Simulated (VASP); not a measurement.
# AlAs in VASP: further runs

Runs on AlAs. Level: PBE. Tasks: single point.

All numbers are computed with VASP 6.6.1; they aren't measurements. Logs are shortened: lines on timing, memory, paths and dates and some standing lists are left out, and cuts for length are marked.

## 1. The cell of the first run

Symmetry: F-43m, No. 216, cubic system. Conventional cell: a = 5.944 Å, b = 5.944 Å, c = 5.944 Å, α = 90.00°, β = 90.00°, γ = 90.00°. Al (site symmetry -43m) has 4 As at 2.57 Å within 3.4 Å. As (site symmetry -43m) has 4 Al at 2.57 Å within 3.4 Å.

## 2. Single point, PBE (strain +0.050 along x and y, +0.050 along z)

INCAR

```
PREC = Accurate ; ENCUT = 500
EDIFF = 1E-6 ; ISMEAR = 0
SIGMA = 0.05 ; LREAL = False
LASPH = True ; NELM = 120
ALGO = Normal ; ISIF = 2
LWAVE = False ; LCHARG = False
GGA = PE ; NBANDS = 11
GGA_COMPAT = False
```

KPOINTS

```
regular mesh
0
Gamma
  8 8 8
```

POSCAR

```
AlAs
1.0
    0.0000000000      2.9719200000      2.9719200000
    2.9719200000      0.0000000000      2.9719200000
    2.9719200000      2.9719200000      0.0000000000
Al As
1 1
Direct
    0.0000000000      0.0000000000      0.0000000000
    0.7500000000      0.7500000000      0.7500000000
```

Potentials or basis: VASP PAW PBE potentials, release 64 (Al, As).

Run with:

```console
$ cat potpaw_PBE.64/Al/POTCAR potpaw_PBE.64/As/POTCAR > POTCAR
$ mpirun -np 1 vasp_std > vasp.out
```

OUTCAR:

```text
PREC = Accurate
   ENCUT = 500
   EDIFF = 1E-6
   ISMEAR = 0
   LREAL = False
   LASPH = True
   NELM = 120
   ISIF = 2
   GGA = PE

 ion  position               nearest neighbor table
   1  0.000  0.000  0.000-   2 2.57   2 2.57   2 2.57   2 2.57
   2  0.750  0.750  0.750-   1 2.57   1 2.57   1 2.57   1 2.57

  LATTYP: Found a face centered cubic cell.
 ALAT       =     5.9438400000

  Lattice vectors:

 A1 = (   0.0000000000,   2.9719200000,   2.9719200000)
 A2 = (   2.9719200000,   0.0000000000,   2.9719200000)
 A3 = (   2.9719200000,   2.9719200000,   0.0000000000)

Analysis of symmetry for initial positions (statically):
=====================================================================
 Subroutine PRICEL returns:
 Original cell was already a primitive cell.

 Routine SETGRP: Setting up the symmetry group for a
 face centered cubic supercell.

 Subroutine GETGRP returns: Found 24 space group operations
 (whereof 24 operations were pure point group operations)
 out of a pool of 48 trial point group operations.

The static configuration has the point symmetry T_d .

Analysis of symmetry for dynamics (positions and initial velocities):
=====================================================================
 Subroutine PRICEL returns:
 Original cell was already a primitive cell.

 Routine SETGRP: Setting up the symmetry group for a
 face centered cubic supercell.

 Subroutine GETGRP returns: Found 24 space group operations
 (whereof 24 operations were pure point group operations)
 out of a pool of 48 trial point group operations.

The dynamic configuration has the point symmetry T_d .

 Subroutine INISYM returns: Found 24 space group operations
 (whereof 24 operations are pure point group operations),
 and found     1 'primitive' translations

----------------------------------------------------------------------------------------

                                     Primitive cell

  volume of cell :      52.4978

  direct lattice vectors                    reciprocal lattice vectors
     0.000000000  2.971920000  2.971920000    -0.168241406  0.168241406  0.168241406
     2.971920000  0.000000000  2.971920000     0.168241406 -0.168241406  0.168241406
     2.971920000  2.971920000  0.000000000     0.168241406  0.168241406 -0.168241406

  length of vectors
     4.202929570  4.202929570  4.202929570     0.291402664  0.291402664  0.291402664

  position of ions in fractional coordinates (direct lattice)
     0.000000000  0.000000000  0.000000000
     0.750000000  0.750000000  0.750000000

  ion indices of the primitive-cell ions
   primitive index   ion index
                 1           1
                 2           2

----------------------------------------------------------------------------------------

 KPOINTS: regular mesh

Automatic generation of k-mesh.
 Grid dimensions read from file:
 generate k-points for:    8    8    8

 Generating k-lattice:

  Cartesian coordinates                     Fractional coordinates (reciprocal lattice)
    -0.021030176  0.021030176  0.021030176     0.125000000  0.000000000  0.000000000
     0.021030176 -0.021030176  0.021030176     0.000000000  0.125000000  0.000000000
     0.021030176  0.021030176 -0.021030176     0.000000000  0.000000000  0.125000000

  Length of vectors
     0.036425333  0.036425333  0.036425333

  Shift w.r.t. Gamma in fractional coordinates (k-lattice)
     0.000000000  0.000000000  0.000000000

 Subroutine IBZKPT returns following result:
 ===========================================

 Found     29 irreducible k-points:

 Following reciprocal coordinates:
            Coordinates               Weight
  0.000000  0.000000  0.000000      1.000000
  0.125000  0.000000  0.000000      8.000000
  0.250000  0.000000  0.000000      8.000000
  0.375000  0.000000  0.000000      8.000000
  0.500000  0.000000  0.000000      4.000000
  0.125000  0.125000  0.000000      6.000000
[... 16 lines left out ...]
  0.500000  0.250000  0.125000     48.000000
 -0.375000  0.250000  0.125000     24.000000
 [... further k-points ...]
   k-points           NKPTS =     29   k-points in BZ     NKDIM =     29   number of bands    NBANDS=     11
   number of dos      NEDOS =    301   number of ions     NIONS =      2
   total plane-waves  NPLWV =  32768
   dimension x,y,z NGX =    32 NGY =   32 NGZ =   32
   dimension x,y,z NGXF=    64 NGYF=   64 NGZF=   64
   ions per type =               1   1
   NGX,Y,Z   is equivalent  to a cutoff of  12.66, 12.66, 12.66 a.u.
   NGXF,Y,Z  is equivalent  to a cutoff of  25.32, 25.32, 25.32 a.u.
 SYSTEM =  unknown system
   PREC   = accura    normal or accurate (medium, high low for compatibility)
   ISTART =      0    job   : 0-new  1-cont  2-samecut
   ICHARG =      2    charge: 1-file 2-atom 10-const
   ISPIN  =      1    spin polarized calculation?
   LNONCOLLINEAR =      F non collinear calculations
   LSORBIT =      F    spin-orbit coupling
   LASPH  =      T    aspherical Exc in radial PAW
   ENCUT  =  500.0 eV  36.75 Ry    6.06 a.u.   7.66  7.66  7.66*2*pi/ulx,y,z
   NELM   =    120;   NELMIN=  2; NELMDL= -5     # of ELM steps
   EDIFF  = 0.1E-05   stopping-criterion for ELM
   LREAL  =      F    real-space projection
   EDIFFG = 0.1E-04   stopping-criterion for IOM
   NSW    =      0    number of steps for IOM
   IBRION =     -1    ionic relax: 0-MD 1-quasi-New 2-CG
   NFREE  =      0    steps in history (QN), initial steepest desc. (CG)
   ISIF   =      2    stress and relaxation
   ISYM   =      2    0-nonsym 1-usesym 2-fastsym
   POTIM  = 0.5000    time-step for ionic-motion
   TEBEG  =    0.0;   TEEND  =   0.0 temperature during run
   PSTRESS=    0.0 pullay stress
   NELECT =       8.0000    total number of electrons
   NUPDOWN=      -1.0000    fix difference up-down
   EMIN   =  10.00;   EMAX   =-10.00  energy-range for DOS
   EFERMI =   0.00;   METHOD = LEGACY
   ISMEAR =     0;   SIGMA  =   0.05  broadening in eV -4-tet -1-fermi 0-gaus
   EFERMI_NEDOS =   21; number of points for ismear=-14 and -15
   IALGO  =     38    algorithm
   IMIX   =      4    mixing-type and parameters
     AMIX     =   0.40;   BMIX     =  1.00
     AMIX_MAG =   1.60;   BMIX_MAG =  1.00
  volume/ion in A,a.u.               =      26.25       177.14
  Fermi-wavevector in a.u.,A,eV,Ry     =   0.874429  1.652431 10.403361  0.764625
  Thomas-Fermi vector in A             =   1.993958
   LORBIT       =      0    0 simple, 1 ext, 2 COOP (PROOUT), +10 PAW based schemes
   GGA     = PE    functional components
   LHFCALC =     F    Hartree Fock is set to
   AEXX    =    0.0000 exact exchange contribution
   IVDW    =     0    specifies the selected vdW correction
   LEPSILON=     F    determine dielectric tensor
   LRPA    =     F    only Hartree local field effects (RPA)
 non-spin polarized calculation
 Gauss-broadening in eV      SIGMA  =   0.05
  energy-cutoff  :      500.00
  volume of cell :       52.50
 maximum number of plane-waves:      1363
   NGX = 15   NGY = 15   NGZ = 15

 number of electron       8.0000001 magnetization

 Free energy of the ion-electron system (eV)
  ---------------------------------------------------
  ext. energy  EPLUGINS =         0.00000000
  ---------------------------------------------------
  free energy    TOTEN  =        -9.28128141 eV

  energy without entropy =       -9.28128141  energy(sigma->0) =       -9.28128141

 E-fermi :   2.9918     XC(G=0):  -8.4829

 val. band max:        2.7285876702   @ k =   0.0000   0.0000   0.0000
 cond. band min:       3.6825897381   @ k =   0.0000   0.0000   0.0000
 fundamental gap:      0.9540020679
 Fermi energy:         2.9918400494

 k-point     1 :       0.0000    0.0000    0.0000
  band No.  band energies     occupation
      1      -8.3863      2.00000
      2       2.7286      2.00000
      3       2.7286      2.00000
      4       2.7286      2.00000
      5       3.6826      0.00000
      6       6.7693      0.00000
      7       6.7693      0.00000
      8       6.7693      0.00000
      9      10.8600      0.00000
     10      11.4548      0.00000
     11      11.4548      0.00000

 k-point     2 :       0.1250    0.0000    0.0000
  band No.  band energies     occupation
      1      -8.2614      2.00000
      2       1.2793      2.00000
      3       2.5900      2.00000
      4       2.5900      2.00000
      5       4.6518      0.00000
      6       7.0064      0.00000
      7       7.0146      0.00000
      8       7.0146      0.00000
      9      10.9327      0.00000
     10      10.9327      0.00000
     11      11.5582      0.00000

 k-point     3 :       0.2500    0.0000    0.0000
  band No.  band energies     occupation
      1      -7.9206      2.00000
      2      -0.4311      2.00000
      3       2.3122      2.00000
      4       2.3122      2.00000
      5       4.7316      0.00000
      6       7.3622      0.00000
      7       7.3622      0.00000
      8       8.3725      0.00000
      9      10.8048      0.00000
     10      10.8048      0.00000
     11      11.6898      0.00000

 k-point     4 :       0.3750    0.0000    0.0000
  band No.  band energies     occupation
      1      -7.4964      2.00000
      2      -1.7332      2.00000
      3       2.0868      2.00000
      4       2.0868      2.00000
      5       4.4627      0.00000
      6       7.3535      0.00000
      7       7.3535      0.00000
      8       9.8678      0.00000
      9      11.6514      0.00000
     10      11.8800      0.00000
     11      11.8800      0.00000
[... 239 lines left out ...]
 k-point    22 :       0.3750    0.2500    0.1250
  band No.  band energies     occupation
      1      -7.6391      2.00000
      2      -0.8374      2.00000
      3       1.0712      2.00000
      4       1.8845      2.00000
      5       6.1137      0.00000
      6       6.3006      0.00000
      7       7.9026      0.00000
      8       8.7173      0.00000
      9      10.3550      0.00000
     10      12.5271      0.00000
     11      13.7473      0.00000

 k-point    23 :       0.5000    0.2500    0.1250
  band No.  band energies     occupation
      1      -7.2638      2.00000
      2      -1.6680      2.00000
      3       0.5450      2.00000
      4       1.5697      2.00000
      5       6.0308      0.00000
      6       6.9003      0.00000
      7       8.1257      0.00000
      8       9.1160      0.00000
      9      11.3677      0.00000
     10      12.5508      0.00000
     11      14.1365      0.00000

 k-point    24 :      -0.3750    0.2500    0.1250
  band No.  band energies     occupation
      1      -7.0789      2.00000
      2      -2.0415      2.00000
      3       0.3958      2.00000
      4       1.4199      2.00000
      5       5.9710      0.00000
      6       6.8583      0.00000
      7       8.8287      0.00000
      8       9.7717      0.00000
      9      10.5536      0.00000
     10      13.1089      0.00000
     11      14.1843      0.00000

 [... further k-points ...]

------------------------ aborting loop because EDIFF is reached ----------------------------------------

  FORCE on cell =-STRESS in cart. coord.  units (eV):
  Direction    XX          YY          ZZ          XY          YZ          ZX
  --------------------------------------------------------------------------------------
  -------------------------------------------------------------------------------------
  Total       -1.8854265     -1.8854265     -1.8854265     -0.0000000     -0.0000000      0.0000000
  in kB      -57.5411903    -57.5411903    -57.5411903     -0.0000000     -0.0000000      0.0000000
  external PRESSURE =     -57.5411903 kB  Pullay stress =       0.0000000 kB

 VOLUME and BASIS-vectors are now :
 -----------------------------------------------------------------------------
  energy-cutoff  :      500.00
  volume of cell :       52.50
      direct lattice vectors                 reciprocal lattice vectors
     0.000000000  2.971920000  2.971920000    -0.168241406  0.168241406  0.168241406
     2.971920000  0.000000000  2.971920000     0.168241406 -0.168241406  0.168241406
     2.971920000  2.971920000  0.000000000     0.168241406  0.168241406 -0.168241406

 POSITION                                       TOTAL-FORCE (eV/Angst)
 -----------------------------------------------------------------------------------
      0.00000      0.00000      0.00000        -0.000000     -0.000000     -0.000000
      4.45788      4.45788      4.45788         0.000000      0.000000      0.000000
 -----------------------------------------------------------------------------------
    total drift:                               -0.000000     -0.000000     -0.000000

  FREE ENERGIE OF THE ION-ELECTRON SYSTEM (eV)
  ---------------------------------------------------
  free  energy   TOTEN  =        -9.2812814108 eV

  energy  without entropy=       -9.2812814108  energy(sigma->0) =       -9.28128141
```

Wall time 12 s (1 thread of Intel Xeon Platinum 8175M at 2.50GHz (Skylake/Cascade Lake), shared host); peak memory 0.17 GiB.

Results:

- Free energy: -9.2813 eV
- Pressure: -5.8 GPa
- Band gap on the k mesh: 0.95 eV, direct

Caveat: the cell differs from its parent crystal (strain +0.050 along x and y, +0.050 along z).

## 3. Single point, PBE (strain -0.025 along x and y, +0.000 along z)

INCAR

```
PREC = Accurate
ENCUT = 500
EDIFF = 1E-6
ISMEAR = 0
SIGMA = 0.05
LREAL = F
LASPH = T
NELM = 120
ALGO = Normal
ISIF = 2
LWAVE = F
LCHARG = T
GGA = PE
LELF = T
LVHAR = T
NBANDS = 11
GGA_COMPAT = F
```

KPOINTS

```
Automatic mesh
0
Gamma
  8 8 8
```

POSCAR

```
AlAs
1.0
    0.0000000000      2.7596400000      2.8304000000
    2.7596400000      0.0000000000      2.8304000000
    2.7596400000      2.7596400000      0.0000000000
Al As
1 1
Direct
    0.0000000000      0.0000000000      0.0000000000
    0.7500000000      0.7500000000      0.7500000000
```

Potentials or basis: VASP PAW PBE potentials, release 64 (Al, As).

Run with:

```console
$ cat potpaw_PBE.64/Al/POTCAR potpaw_PBE.64/As/POTCAR > POTCAR
$ mpirun -np 1 vasp_std > vasp.out
```

Run time: 30 s. Hardware: 1 thread of Intel Xeon Platinum 8175M at 2.50GHz (Skylake/Cascade Lake), shared host; peak memory 0.17 GiB.

The run converged. Its results:

- Free energy: -9.3018 eV
- Pressure: 7.2 GPa
- Band gap on the k mesh: 1.25 eV, indirect (least direct gap 2.42 eV)

Stress tensor (GPa, compression positive):
```
7.65 0.00 0.00
0.00 7.65 0.00
0.00 0.00 6.26
```

Levels at points of the mesh, in eV from the valence-band top:
```csv
k point,band 1,band 2,band 3,band 4,band 5,band 6,band 7,band 8,band 9
"(0.00, 0.00, 0.00)",-12.20,-0.13,0.00,0.00,2.42,4.32,4.32,4.36,8.81
"(0.50, 0.00, 0.00)",-10.66,-5.85,-1.02,-0.80,2.27,4.58,4.78,7.80,11.48
"(0.50, 0.50, 0.00)",-10.12,-5.77,-2.21,-2.21,1.39,2.41,10.72,10.72,12.14
"(0.50, 0.00, 0.50)",-10.03,-5.60,-2.39,-2.39,1.25,2.17,10.38,10.91,12.28
```

Caveat: the cell differs from its parent crystal (strain -0.025 along x and y, +0.000 along z). A k mesh can miss the band edges.
